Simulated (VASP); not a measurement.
Here is a VASP 6.6.1 calculation.

The input POSCAR:

```
Se
1.0
    2.8072442081      0.0000000000      0.0000000000
    0.0000000000      2.8072442081      0.0000000000
    0.0000000000      0.0000000000      2.8072442081
Se
1
Direct
    0.0000000000      0.0000000000      0.0000000000
```

INCAR.step1

```
SYSTEM = Se
PREC = Accurate
ENCUT = 600
ISMEAR = 0
SIGMA = 0.1
LREAL = .FALSE.
LASPH = .TRUE.
NELM = 60
GGA = PE
ALGO = Normal
EDIFF = 1E-4
LWAVE = .TRUE.
LCHARG = .FALSE.
```

INCAR.step2

```
SYSTEM = Se
PREC = Accurate
ENCUT = 600
EDIFF = 1E-6
ISMEAR = 0
SIGMA = 0.1
LREAL = .FALSE.
LASPH = .TRUE.
NELM = 60
ALGO = Normal
ISIF = 3
LWAVE = .FALSE.
LCHARG = .FALSE.
METAGGA = R2SCAN
LMIXTAU = .TRUE.
IBRION = 2
NSW = 100
EDIFFG = -0.01
ISTART = 1
```

File KPOINTS:

```
Automatic mesh
0
G
  20 20 20
  0 0 0
```

Potentials or basis: VASP PAW PBE potentials, release 64 (Se).

Run with:

```bash
$ cat potpaw_PBE.64/Se/POTCAR > POTCAR
$ cp INCAR.step1 INCAR
$ mpirun -np 1 vasp_std > vasp.out
$ cp INCAR.step2 INCAR
$ mpirun -np 1 vasp_std > vasp.out
```

(1) Estimate the band gap on the k mesh.

(2) What does it give for the relaxed volume?

(3) Estimate the relaxed cell.

(4) What does it give for the space group after relaxing (to 0.05 Å)?

## Answers

(1) zero (band 3 reaches 7.66 eV, above the bottom of band 4 at 1.04 eV).

(2) 22.29 Å³/atom.

(3) a = 2.814 Å, b = 2.814 Å, c = 2.814 Å, α = 90.00°, β = 90.00°, γ = 90.00°.

(4) Pm-3m (No. 221).

Caveat: the PAW data sets were made with another functional, which shifts forces and pressure a little.
